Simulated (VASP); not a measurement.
**Ge2Sb2Te5: single point with PBE+D3(BJ)**

The system is Ge2Sb2Te5.

```
CELL_PARAMETERS angstrom
4.23211 0.00000 0.00000
-2.11605 3.66511 0.00000
0.00000 0.00000 17.45151
ATOMIC_POSITIONS crystal
Ge 0.00000 0.00000 0.34088
Ge 0.00000 0.00000 0.65912
Sb 0.33333 0.66667 0.11353
Sb 0.66667 0.33333 0.88647
Te 0.00000 0.00000 0.00000
Te 0.33333 0.66667 0.78759
Te 0.66667 0.33333 0.21241
Te 0.33333 0.66667 0.42404
Te 0.66667 0.33333 0.57596
```

```yaml
Program: VASP 6.6.1
Task: single point
Functional: PBE
Dispersion: D3(BJ)
Potentials_or_basis: VASP PAW PBE potentials, release 64 (Ge_d, Sb, Te)
Cutoff: 500 eV
k_mesh: 10 × 10 × 2
Occupations: gaussian, width 0.05 eV
Spin: no spin polarisation
Dipole_correction: no
Further_INCAR_settings: ALGO = Normal; EDIFF = 1e-06; NBANDS = 44
```

| Item | Value |
| --- | --- |
| Pressure | -0.1 GPa |
| Largest force | 0.117 eV/Å |
| Band gap on the k mesh | 0.06 eV (least direct gap 0.21 eV) |
| Dispersion energy per atom | -0.431 eV |

Forces on the atoms (eV/Å):
```
Ge   0.000  0.000  0.073
Ge   0.000  0.000 -0.073
Sb   0.000  0.000 -0.023
Sb   0.000  0.000  0.023
Te   0.000  0.000  0.000
Te   0.000  0.000 -0.045
Te   0.000  0.000  0.045
Te   0.000  0.000 -0.117
Te   0.000  0.000  0.117
```

Stress tensor (GPa, compression positive):
```
-0.11  0.00  0.00
 0.00 -0.11  0.00
 0.00  0.00 -0.21
```

Levels at points of the mesh, in eV from the valence-band top:
```tsv
k point	band 31	band 32	band 33	band 34	band 35	band 36	band 37	band 38
(0.00, 0.00, 0.00)	-1.36	-1.28	-1.11	-0.09	0.12	0.12	0.66	1.12
(0.50, 0.00, 0.00)	-1.99	-1.87	-1.19	-1.11	0.32	0.63	0.72	1.39
(0.00, 0.00, 0.50)	-1.39	-1.39	-0.96	-0.11	0.16	0.16	0.68	0.99
(0.50, 0.00, 0.50)	-2.27	-2.02	-1.70	-0.46	0.06	0.55	1.01	1.66
```

Wall time 9.3 min on 1 thread of Oxide Virtual Turin-like Processor, on a shared host, peak memory 0.48 GiB.

Caveat: spin-orbit coupling is left out, which moves the levels of the heavy elements. A k mesh can miss the band edges.
